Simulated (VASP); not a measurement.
Here is a VASP 6.6.1 calculation.

INCAR

```
SYSTEM = LiCl
PREC = Accurate ; ENCUT = 520
EDIFF = 1E-6 ; ISMEAR = 0
SIGMA = 0.01 ; LREAL = .False.
LASPH = .True. ; NELM = 100
ALGO = Normal ; ISIF = 2
LWAVE = .False. ; LCHARG = .False.
GGA = PE ; NBANDS = 12
```

Contents of KPOINTS:

```
Automatic mesh
0
Gamma
  6 6 6
  0 0 0
```

The input POSCAR:

```
LiCl
1.0
    0.0000000000      2.7330425217      2.7330425217
    2.7330425217      0.0000000000      2.7330425217
    2.7330425217      2.7330425217      0.0000000000
Li Cl
1 1
Direct
    0.0000000000      0.0000000000      0.0000000000
    0.2500000000      0.2500000000      0.2500000000
```

Potentials or basis: VASP PAW PBE potentials, release 64 (Li_sv, Cl).

Launch:

```sh
$ cat potpaw_PBE.64/Li_sv/POTCAR potpaw_PBE.64/Cl/POTCAR > POTCAR
$ mpirun -np 1 vasp_std > vasp.out
```

**Question.** Estimate the band gap on the k mesh.

**Answer.** 6.06 eV, direct.

 Expect the measured gap to be larger: semilocal functionals such as PBE lack the derivative discontinuity.
